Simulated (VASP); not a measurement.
The system is BP4.

```
CELL_PARAMETERS angstrom
4.95726 0.00000 0.00000
-2.47863 4.29311 0.00000
0.00000 0.00000 3.72325
ATOMIC_POSITIONS crystal
B 0.00000 0.00000 0.50000
P 0.50000 0.00000 0.50000
P 0.00000 0.50000 0.50000
P 0.50000 0.50000 0.50000
P 0.00000 0.00000 0.00000
```

The cell was generated, and may not be a known phase.

```yaml
Program: VASP 6.6.1
Task: relaxation of cell and atoms
Functional: PBE
Potentials_or_basis: VASP PAW PBE potentials, release 64 (B, P)
Cutoff: 600 eV
k_mesh: 6 × 6 × 6
Occupations: gaussian, width 0.1 eV
Spin: no spin polarisation
```

At the start: pressure 0.6 GPa; volume 15.85 Å³/atom.

Where does the relaxation end?

Over 5 steps the energy falls by 7.7 meV/atom and the volume is 15.95 Å³/atom (+0.6 %); space group P6/mmm (No. 191, to 0.1 Å) before and after.

Step by step:
```tsv
step	energy change (eV)	largest force (eV/Å)	pressure (GPa)	volume (Å³)
1	0.0000	0.0000	0.60	79.24
2	-0.0342	0.0000	-0.11	79.91
3	-0.0382	0.0000	-0.34	80.17
4	-0.0383	0.0000	-0.37	80.21
5	-0.0387	0.0000	0.09	79.75
```

Final structure:
```
B P
1.0
     4.90389    0.00000    0.00000
    -2.45194    4.24689    0.00000
     0.00000    0.00000    3.82924
B P
1 4
Cartesian
  0.0000 0.0000 1.9146
  2.4519 0.0000 1.9146
  -1.2260 2.1234 1.9146
  1.2260 2.1234 1.9146
  0.0000 0.0000 0.0000
```
